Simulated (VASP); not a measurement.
## Pt: single point with LDA

Pt:

```
Pt
1.0
     2.66707    0.00000    0.00000
    -1.33353    2.30975    0.00000
     0.00000    0.00000    4.60532
Pt
2
Cartesian
  1.3335 0.7699 3.4540
  0.0000 1.5398 1.1513
```

| Item | Value |
| --- | --- |
| Program | VASP 6.6.1 |
| Task | single point |
| Functional | LDA |
| Potentials or basis | VASP PAW LDA potentials, release 64 (Pt) |
| Cutoff | 520 eV |
| k mesh | 21 × 21 × 10 |
| Occupations | gaussian, width 0.15 eV |
| Spin | collinear spin, ferromagnetic start |
| Starting moments | [0.2, 0.2] μB |
| Fixed moment | 0.4 μB |
| Dipole correction | no |
| Further INCAR settings | ALGO = Normal; EDIFF = 1e-06; NBANDS = 21 |

- Pressure: 17.1 GPa
- Net moment: 0.40 μB per cell
- Site moments: Pt +0.20 μB
- Valence electrons inside the program's atomic spheres: Pt 9.49

Stress tensor (GPa, compression positive):
```
18.37  0.00  0.00
 0.00 18.37  0.00
 0.00  0.00 14.43
```

It took 3.9 min on 1 thread of Oxide Virtual Turin-like Processor, on a shared host, peak memory 0.28 GiB.

Caveat: the total moment is fixed, so each spin has its own Fermi level.
